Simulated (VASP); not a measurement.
Here is a VASP 6.6.1 calculation.

INCAR

```
PREC = Accurate
ENCUT = 520
EDIFF = 1E-6
ISMEAR = -1
SIGMA = 0.05
LREAL = F
LASPH = T
NELM = 60
ALGO = Fast
ISIF = 2
LWAVE = F
LCHARG = F
GGA = PE
IVDW = 12
NBANDS = 20
```

KPOINTS

```
regular mesh
0
Gamma
  9 9 5
```

The input POSCAR:

```
In
1.0
    3.3341773194      0.0000000000      0.0000000000
   -1.6670886597      2.8874822593      0.0000000000
    0.0000000000      0.0000000000      5.4489115226
In
2
Direct
    0.6666666667      0.3333333333      0.7500000000
    0.3333333333      0.6666666667      0.2500000000
```

Potentials or basis: VASP PAW PBE potentials, release 64 (In_d).

Run with:

```bash
$ cat potpaw_PBE.64/In_d/POTCAR > POTCAR
$ mpirun -np 1 vasp_std > vasp.out
```

Task: Predict the band gap on the k mesh.

Result: Zero (band 13 reaches 9.77 eV, above the bottom of band 14 at 5.62 eV).

Task: Predict the pressure.

Result: -0.2 GPa.

Task: What does it give for the dispersion energy per atom?

Result: -0.337 eV.

Caveat: three body term missing; spin-orbit coupling is left out, which moves the levels of the heavy elements; pairwise dispersion overbinds metals, which lowers pressure and volume.
